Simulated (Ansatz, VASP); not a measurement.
**One calculation of Sn2Se, two programs**

INCAR

```
ALGO = Normal
EDIFF = 1E-6
EDIFFG = -0.04
ENCUT = 600
GGA = PE
IBRION = 2
ISIF = 3
ISMEAR = 0
LASPH = True
LCHARG = False
LREAL = False
LWAVE = False
NELM = 80
NSW = 90
PREC = Accurate
SIGMA = 0.1
```

File KPOINTS:

```
k-points
0
Gamma
  6 6 4
```

Contents of POSCAR:

```
Sn2Se
1.0
    3.9649888800      0.0000000000      0.0000000000
   -1.9824944400      3.4337811000      0.0000000000
    0.0000000000      0.0000000000      6.1280271400
Sn Se
2 1
Direct
    0.0000000000      0.0000000000      0.8227428400
    0.0000000000      0.0000000000      0.1772571600
    0.0000000000      0.0000000000      0.5000000000
```

Input for Ansatz:

```yaml
crystal:
  lattice:
    - [3.96498888, 0.0, 0.0]
    - [-1.98249444, 3.4337811, 0.0]
    - [0.0, 0.0, 6.12802714]
  atoms:
    - { symbol: Sn, position: [0.0, 0.0, 0.82274284] }
    - { symbol: Sn, position: [0.0, 0.0, 0.17725716] }
    - { symbol: Se, position: [0.0, 0.0, 0.5] }
basis:
  ecutwfc: 420
kpoints:
  mp_grid: { grid: [6, 6, 4] }
hamiltonian:
  xc: pbe
scf:
  occupations: { method: gaussian, width: 0.1 }
  lower_state_search: "off"
output:
  forces: true
  stress: true
  eigenvalues: true
relax:
  adjacent_minimum: "off"
  f_tol: 0.04
  max_steps: 70
  cell: { stress_tol: 0.4 }
```

Alike in both runs: task relaxation of cell and atoms; functional PBE; k mesh 6 × 6 × 4; occupations gaussian, width 0.1 eV; no spin polarisation.

|  | VASP | Ansatz |
| --- | --- | --- |
| version | VASP 6.6.1 | Ansatz 0.2.0 |
| potentials or method | VASP PAW PBE potentials, release 64 (Sn_d, Se), cutoff 600 eV | scalar-relativistic, plane waves, PAW |
| valence electrons in the cell | 34 | 44 |

```csv
,VASP,Ansatz,Ansatz less VASP
"gap on the k mesh at the Fermi level, each at its own relaxed structure (eV)",none,none,-
relaxed volume (Å³/atom),26.94,26.95,+0.009
relaxed cell length with the largest relative difference (Å),8.921,8.939,+0.0183
```

A gap of «none» marks a metal or a gap that the smearing closes. VASP's potentials hold 34 valence electrons a cell and Ansatz's 44, so a difference there can come from the potentials and not from the codes.
